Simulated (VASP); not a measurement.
# Li3Ta2O (P4/mmm) in VASP: relaxation of cell and atoms with PBE

Aim: the relaxation of cell and atoms of Li3Ta2O with PBE.

Program: VASP 6.6.1. These are calculated values, not measurements. Logs are shortened: lines on timing, memory, paths and dates and some standing lists are left out, and cuts for length are marked.

## (1) The cell of the first run

It takes space group P4/mmm (No. 123, tetragonal). The conventional cell has a = 4.125 Å, b = 4.125 Å, c = 6.147 Å, α = 90.00°, β = 90.00°, γ = 90.00°. Within 3.0 Å of Li (site symmetry 4mm) lie 1 Li at 2.30 Å and 4 Ta at 2.82 Å. Li (site symmetry 4/mmm) has 2 O at 3.07 Å and 12 Li at 3.14 to 4.13 Å and 8 Ta at 3.70 Å within 4.2 Å. Ta (site symmetry mmm) has 2 O at 2.06 Å within 2.7 Å. Within 2.7 Å of O (site symmetry 4/mmm) lie 4 Ta at 2.06 Å.

The cell was built from a structure type or drawn by symmetry, and may not be a known phase.

## (2) Relaxation of cell and atoms, PBE

File INCAR:

```
PREC = Accurate
ENCUT = 600
EDIFF = 1E-6
ISMEAR = 0
SIGMA = 0.1
LREAL = F
LASPH = T
NELM = 100
ALGO = Normal
ISIF = 3
LWAVE = F
LCHARG = F
GGA = PE
IBRION = 2
NSW = 100
EDIFFG = -0.01
```

File KPOINTS:

```
regular mesh
0
Gamma
  10 10 6
```

File POSCAR:

```
Li3Ta2O
1.0
    4.1252668943      0.0000000000      0.0000000000
    0.0000000000      4.1252668943      0.0000000000
    0.0000000000      0.0000000000      6.1470169305
Li Ta O
3 2 1
Direct
    0.0000000000      0.0000000000      0.3128846537
    0.0000000000      0.0000000000      0.6871153463
    0.5000000000      0.5000000000      0.5000000000
    0.5000000000      0.0000000000      0.0000000000
    0.0000000000      0.5000000000      0.0000000000
    0.5000000000      0.5000000000      0.0000000000
```

Potentials or basis: VASP PAW PBE potentials, release 64 (Li_sv, Ta_pv, O).

Launch:

```sh
cat potpaw_PBE.64/Li_sv/POTCAR potpaw_PBE.64/Ta_pv/POTCAR potpaw_PBE.64/O/POTCAR > POTCAR
mpirun -np 1 vasp_std > vasp.out
```

OUTCAR:

```text
PREC = Accurate
   ENCUT = 600
   EDIFF = 1E-6
   ISMEAR = 0
   LREAL = F
   LASPH = T
   NELM = 100
   ISIF = 3
   GGA = PE
   IBRION = 2
   NSW = 100
   EDIFFG = -0.01

 ion  position               nearest neighbor table
   1  0.000  0.000  0.313-   2 2.30   4 2.82   5 2.82   5 2.82   4 2.82
   2  0.000  0.000  0.687-   1 2.30   4 2.82   5 2.82   5 2.82   4 2.82
   3  0.500  0.500  0.500-
   4  0.500  0.000  0.000-   6 2.06   6 2.06   1 2.82   2 2.82   1 2.82   2 2.82   5 2.92   5 2.92
                             5 2.92   5 2.92
   5  0.000  0.500  0.000-   6 2.06   6 2.06   1 2.82   1 2.82   2 2.82   2 2.82   4 2.92   4 2.92
                             4 2.92   4 2.92
   6  0.500  0.500  0.000-   4 2.06   5 2.06   4 2.06   5 2.06

  LATTYP: Found a simple tetragonal cell.
 ALAT       =     4.1252668943
 C/A-ratio  =     1.4900895113

  Lattice vectors:

 A1 = (   4.1252668943,   0.0000000000,   0.0000000000)
 A2 = (   0.0000000000,   4.1252668943,   0.0000000000)
 A3 = (   0.0000000000,   0.0000000000,   6.1470169305)

Analysis of symmetry for initial positions (statically):
=====================================================================
 Subroutine PRICEL returns:
 Original cell was already a primitive cell.

 Routine SETGRP: Setting up the symmetry group for a
 simple tetragonal supercell.

 Subroutine GETGRP returns: Found 16 space group operations
 (whereof 16 operations were pure point group operations)
 out of a pool of 16 trial point group operations.

The static configuration has the point symmetry D_4h.

Analysis of symmetry for dynamics (positions and initial velocities):
=====================================================================
 Subroutine PRICEL returns:
 Original cell was already a primitive cell.

 Routine SETGRP: Setting up the symmetry group for a
 simple tetragonal supercell.

 Subroutine GETGRP returns: Found 16 space group operations
 (whereof 16 operations were pure point group operations)
 out of a pool of 16 trial point group operations.

The dynamic configuration has the point symmetry D_4h.

 Subroutine INISYM returns: Found 16 space group operations
 (whereof 16 operations are pure point group operations),
 and found     1 'primitive' translations

----------------------------------------------------------------------------------------

                                     Primitive cell

  volume of cell :     104.6089

  direct lattice vectors                    reciprocal lattice vectors
     4.125266894  0.000000000  0.000000000     0.242408558  0.000000000  0.000000000
     0.000000000  4.125266894  0.000000000     0.000000000  0.242408558  0.000000000
     0.000000000  0.000000000  6.147016931     0.000000000  0.000000000  0.162680535

  length of vectors
     4.125266894  4.125266894  6.147016931     0.242408558  0.242408558  0.162680535

  position of ions in fractional coordinates (direct lattice)
     0.000000000  0.000000000  0.312884654
     0.000000000  0.000000000  0.687115346
     0.500000000  0.500000000  0.500000000
     0.500000000  0.000000000  0.000000000
     0.000000000  0.500000000  0.000000000
     0.500000000  0.500000000  0.000000000

  ion indices of the primitive-cell ions
   primitive index   ion index
                 1           1
                 2           2
                 3           3
                 4           4
                 5           5
                 6           6

----------------------------------------------------------------------------------------

 KPOINTS: regular mesh

Automatic generation of k-mesh.
 Grid dimensions read from file:
 generate k-points for:   10   10    6

 Generating k-lattice:

  Cartesian coordinates                     Fractional coordinates (reciprocal lattice)
     0.024240856  0.000000000  0.000000000     0.100000000  0.000000000  0.000000000
     0.000000000  0.024240856  0.000000000     0.000000000  0.100000000  0.000000000
     0.000000000  0.000000000  0.027113422     0.000000000  0.000000000  0.166666667

  Length of vectors
     0.024240856  0.024240856  0.027113422

  Shift w.r.t. Gamma in fractional coordinates (k-lattice)
     0.000000000  0.000000000  0.000000000

 Subroutine IBZKPT returns following result:
 ===========================================

 Found     84 irreducible k-points:

 Following reciprocal coordinates:
            Coordinates               Weight
  0.000000  0.000000  0.000000      1.000000
  0.100000  0.000000  0.000000      4.000000
  0.200000  0.000000  0.000000      4.000000
  0.300000  0.000000  0.000000      4.000000
  0.400000  0.000000  0.000000      4.000000
  0.500000  0.000000  0.000000      2.000000
[... 16 lines left out ...]
  0.100000  0.000000  0.166667      8.000000
  0.200000  0.000000  0.166667      8.000000
 [... further k-points ...]
   k-points           NKPTS =     84   k-points in BZ     NKDIM =     84   number of bands    NBANDS=     22
   number of dos      NEDOS =    301   number of ions     NIONS =      6
   total plane-waves  NPLWV =  64800
   dimension x,y,z NGX =    36 NGY =   36 NGZ =   50
   dimension x,y,z NGXF=    72 NGYF=   72 NGZF=  100
   ions per type =               3   2   1
   NGX,Y,Z   is equivalent  to a cutoff of  14.51, 14.51, 13.52 a.u.
   NGXF,Y,Z  is equivalent  to a cutoff of  29.02, 29.02, 27.04 a.u.
 SYSTEM =  unknown system
   PREC   = accura    normal or accurate (medium, high low for compatibility)
   ISTART =      0    job   : 0-new  1-cont  2-samecut
   ICHARG =      2    charge: 1-file 2-atom 10-const
   ISPIN  =      1    spin polarized calculation?
   LNONCOLLINEAR =      F non collinear calculations
   LSORBIT =      F    spin-orbit coupling
   LASPH  =      T    aspherical Exc in radial PAW
   ENCUT  =  600.0 eV  44.10 Ry    6.64 a.u.   8.24  8.24 12.28*2*pi/ulx,y,z
   NELM   =    100;   NELMIN=  2; NELMDL= -5     # of ELM steps
   EDIFF  = 0.1E-05   stopping-criterion for ELM
   LREAL  =      F    real-space projection
   EDIFFG = -.1E-01   stopping-criterion for IOM
   NSW    =    100    number of steps for IOM
   IBRION =      2    ionic relax: 0-MD 1-quasi-New 2-CG
   NFREE  =      1    steps in history (QN), initial steepest desc. (CG)
   ISIF   =      3    stress and relaxation
   ISYM   =      2    0-nonsym 1-usesym 2-fastsym
   POTIM  = 0.5000    time-step for ionic-motion
   TEBEG  =    0.0;   TEEND  =   0.0 temperature during run
   PSTRESS=    0.0 pullay stress
   NELECT =      37.0000    total number of electrons
   NUPDOWN=      -1.0000    fix difference up-down
   EMIN   =  10.00;   EMAX   =-10.00  energy-range for DOS
   EFERMI =   0.00;   METHOD = LEGACY
   ISMEAR =     0;   SIGMA  =   0.10  broadening in eV -4-tet -1-fermi 0-gaus
   EFERMI_NEDOS =   21; number of points for ismear=-14 and -15
   IALGO  =     38    algorithm
   IMIX   =      4    mixing-type and parameters
     AMIX     =   0.40;   BMIX     =  1.00
     AMIX_MAG =   1.60;   BMIX_MAG =  1.00
  volume/ion in A,a.u.               =      17.43       117.66
  Fermi-wavevector in a.u.,A,eV,Ry     =   1.157762  2.187853 18.237419  1.340413
  Thomas-Fermi vector in A             =   2.294370
   LORBIT       =      0    0 simple, 1 ext, 2 COOP (PROOUT), +10 PAW based schemes
   GGA     = PE    functional components
   LHFCALC =     F    Hartree Fock is set to
   AEXX    =    0.0000 exact exchange contribution
   IVDW    =     0    specifies the selected vdW correction
   LEPSILON=     F    determine dielectric tensor
   LRPA    =     F    only Hartree local field effects (RPA)
 conjugate gradient relaxation of ions
 non-spin polarized calculation
 Gauss-broadening in eV      SIGMA  =   0.10
  energy-cutoff  :      600.00
  volume of cell :      104.61
 maximum number of plane-waves:      3520
 NGX is ok and might be reduce to    36
   NGX = 17   NGY = 17   NGZ = 25

--------------------------------------- Ionic step        1  -------------------------------------------

 number of electron      37.0000010 magnetization

 Free energy of the ion-electron system (eV)
  ---------------------------------------------------
  ext. energy  EPLUGINS =         0.00000000
  ---------------------------------------------------
  free energy    TOTEN  =       -35.15848530 eV

  energy without entropy =      -35.13044614  energy(sigma->0) =      -35.14446572

------------------------ aborting loop because EDIFF is reached ----------------------------------------

  FORCE on cell =-STRESS in cart. coord.  units (eV):
  Direction    XX          YY          ZZ          XY          YZ          ZX
  --------------------------------------------------------------------------------------
  -------------------------------------------------------------------------------------
  Total       -0.2286256     -0.2286256      0.0658177      0.0000000      0.0000000     -0.0000000
  in kB       -3.5016028     -3.5016028      1.0080561      0.0000000      0.0000000     -0.0000000
  external PRESSURE =      -1.9983832 kB  Pullay stress =       0.0000000 kB

 VOLUME and BASIS-vectors are now :
 -----------------------------------------------------------------------------
  energy-cutoff  :      600.00
  volume of cell :      104.61
      direct lattice vectors                 reciprocal lattice vectors
     4.125266894  0.000000000  0.000000000     0.242408558  0.000000000  0.000000000
     0.000000000  4.125266894  0.000000000     0.000000000  0.242408558  0.000000000
     0.000000000  0.000000000  6.147016931     0.000000000  0.000000000  0.162680535
[... 241 lines left out ...]
 POSITION                                       TOTAL-FORCE (eV/Angst)
 -----------------------------------------------------------------------------------
     -0.00000     -0.00000      1.92607        -0.000000     -0.000000      0.018861
      4.11949      4.11949      4.26155         0.000000      0.000000     -0.018861
      2.05974      2.05974      3.09381        -0.000000     -0.000000      0.000000
      2.05974      0.00000      0.00000        -0.000000     -0.000000      0.000000
      0.00000      2.05974     -0.00000        -0.000000     -0.000000      0.000000
      2.05974      2.05974     -0.00000         0.000000     -0.000000      0.000000
 -----------------------------------------------------------------------------------
    total drift:                                0.000000      0.000000     -0.000000

  FREE ENERGIE OF THE ION-ELECTRON SYSTEM (eV)
  ---------------------------------------------------
  free  energy   TOTEN  =       -35.1593651402 eV

  energy  without entropy=      -35.1310689664  energy(sigma->0) =      -35.14521705

--------------------------------------- Ionic step        8  -------------------------------------------

 number of electron      37.0000005 magnetization

 Free energy of the ion-electron system (eV)
  ---------------------------------------------------
  ext. energy  EPLUGINS =         0.00000000
  ---------------------------------------------------
  free energy    TOTEN  =       -35.15942284 eV

  energy without entropy =      -35.13108845  energy(sigma->0) =      -35.14525564

 E-fermi :   2.7071     XC(G=0):  -9.3038

 val. band max:        2.7029617517   @ k =   0.4000   0.3000   0.3333
 cond. band min:       2.7076583395   @ k =   0.4000   0.1000   0.5000
 fundamental gap:      0.0046965878
 Fermi energy:         2.7071130564

 k-point     1 :       0.0000    0.0000    0.0000
  band No.  band energies     occupation
      1     -43.8961      2.00000
      2     -43.0763      2.00000
      3     -43.0296      2.00000
      4     -32.4422      2.00000
      5     -32.4422      2.00000
      6     -32.1289      2.00000
[... 14 lines left out ...]
     21       4.3680      0.00000
     22       5.2242      0.00000
[... 552 lines left out ...]
  band No.  band energies     occupation
      1     -43.8961      2.00000
      2     -43.0764      2.00000
      3     -43.0296      2.00000
      4     -32.4348      2.00000
      5     -32.4023      2.00000
      6     -32.1144      2.00000
[... 14 lines left out ...]
     21       4.7272      0.00000
     22       4.7279      0.00000

 [... further k-points ...]

------------------------ aborting loop because EDIFF is reached ----------------------------------------

  FORCE on cell =-STRESS in cart. coord.  units (eV):
  Direction    XX          YY          ZZ          XY          YZ          ZX
  --------------------------------------------------------------------------------------
  -------------------------------------------------------------------------------------
  Total       -0.0563977     -0.0563977      0.0089802      0.0000000      0.0000000      0.0000000
  in kB       -0.8592324     -0.8592324      0.1368148      0.0000000      0.0000000      0.0000000
  external PRESSURE =      -0.5272167 kB  Pullay stress =       0.0000000 kB

 VOLUME and BASIS-vectors are now :
 -----------------------------------------------------------------------------
  energy-cutoff  :      600.00
  volume of cell :      105.16
      direct lattice vectors                 reciprocal lattice vectors
     4.120241735  0.000000000  0.000000000     0.242704206  0.000000000  0.000000000
     0.000000000  4.120241735 -0.000000000    -0.000000000  0.242704206  0.000000000
    -0.000000000 -0.000000000  6.194640838    -0.000000000  0.000000000  0.161429859

 POSITION                                       TOTAL-FORCE (eV/Angst)
 -----------------------------------------------------------------------------------
      4.12024     -0.00000      1.92942        -0.000000     -0.000000      0.007665
     -0.00000     -0.00000      4.26522         0.000000      0.000000     -0.007665
      2.06012      2.06012      3.09732        -0.000000      0.000000      0.000000
      2.06012      4.12024     -0.00000        -0.000000      0.000000      0.000000
      4.12024      2.06012      0.00000         0.000000      0.000000      0.000000
      2.06012      2.06012      0.00000        -0.000000      0.000000      0.000000
 -----------------------------------------------------------------------------------
    total drift:                                0.000000     -0.000000     -0.000000

  FREE ENERGIE OF THE ION-ELECTRON SYSTEM (eV)
  ---------------------------------------------------
  free  energy   TOTEN  =       -35.1594228362 eV

  energy  without entropy=      -35.1310884495  energy(sigma->0) =      -35.14525564

 reached required accuracy - stopping structural energy minimisation
```

Wall time 9.1 min (1 thread of Intel Xeon 6975P-C (Granite Rapids), shared host); peak memory 0.42 GiB.

What came out:

| Property | Result |
| --- | --- |
| Free energy | -35.1594 eV |
| Relaxed volume | 17.53 Å³/atom |
| Relaxed cell | a = 4.120 Å, b = 4.120 Å, c = 6.195 Å, α = 90.00°, β = 90.00°, γ = 90.00° |
| Space group after relaxing (to 0.1 Å) | P4/mmm (No. 123) |
| Energy gained by relaxing | 0.2 meV/atom |
| Ionic steps | 8 |
| Pressure after relaxing | -0.1 GPa |
| Largest force after relaxing | 0.008 eV/Å |
| Band gap on the k mesh | zero (an odd number of electrons rules out a gap without spin polarisation) |

Forces in eV/Å, atoms in the order of the input:
```
Li   0.000  0.000  0.008
Li   0.000  0.000 -0.008
Li   0.000  0.000  0.000
Ta   0.000  0.000  0.000
Ta   0.000  0.000  0.000
O    0.000  0.000  0.000
```

Stress tensor (GPa, compression positive):
```
-0.09  0.00  0.00
 0.00 -0.09  0.00
 0.00  0.00  0.01
```

The path:
```tsv
step	energy change (eV)	largest force (eV/Å)	pressure (GPa)	volume (Å³)
1	0.0000	0.0397	-0.20	104.61
2	-0.0003	0.0146	0.23	104.28
3	-0.0004	0.0221	0.11	104.38
4	-0.0005	0.0148	0.08	104.48
5	-0.0008	0.0032	0.06	104.77
6	-0.0007	0.0389	0.00	105.33
7	-0.0009	0.0189	0.04	105.01
8	-0.0009	0.0077	-0.05	105.16
```

Final structure:
```xyz
6
Lattice="4.1202 0.0000 0.0000 0.0000 4.1202 0.0000 0.0000 0.0000 6.1946" Properties=species:S:1:pos:R:3 pbc="T T T"
Li    4.1202    0.0000    1.9294
Li    0.0000    0.0000    4.2652
Li    2.0601    2.0601    3.0973
Ta    2.0601    4.1202    0.0000
Ta    4.1202    2.0601    0.0000
O     2.0601    2.0601    0.0000
```

Levels at points of the mesh, in eV from the Fermi level:
```csv
k point,band 15,band 16,band 17,band 18,band 19,band 20,band 21,band 22
"(0.00, 0.00, 0.00)",-2.66,-2.65,-1.08,-1.08,0.50,1.04,1.66,2.52
"(0.50, 0.00, 0.00)",-2.34,-1.02,-0.99,-0.37,0.39,0.43,1.28,1.35
"(0.50, 0.50, 0.00)",-2.04,-2.02,-0.21,-0.21,0.05,1.85,2.30,2.55
"(0.00, 0.00, 0.50)",-2.65,-2.00,-1.50,-1.22,-1.22,1.30,2.49,2.49
"(0.50, 0.00, 0.50)",-1.66,-1.51,-0.44,-0.35,0.16,0.31,0.31,0.68
"(0.50, 0.50, 0.50)",-1.53,-1.53,-0.09,-0.09,0.13,0.26,0.26,1.65
```

Caveat: the cutoff is under 1.25 times the usual one of these potentials, so pressure, stress and relaxed cells hold a basis-set (Pulay) error; spin-orbit coupling is left out, which moves the levels of the heavy elements; an odd number of electrons without spin polarisation forces a metal; a magnetic or distorted state may lie lower.
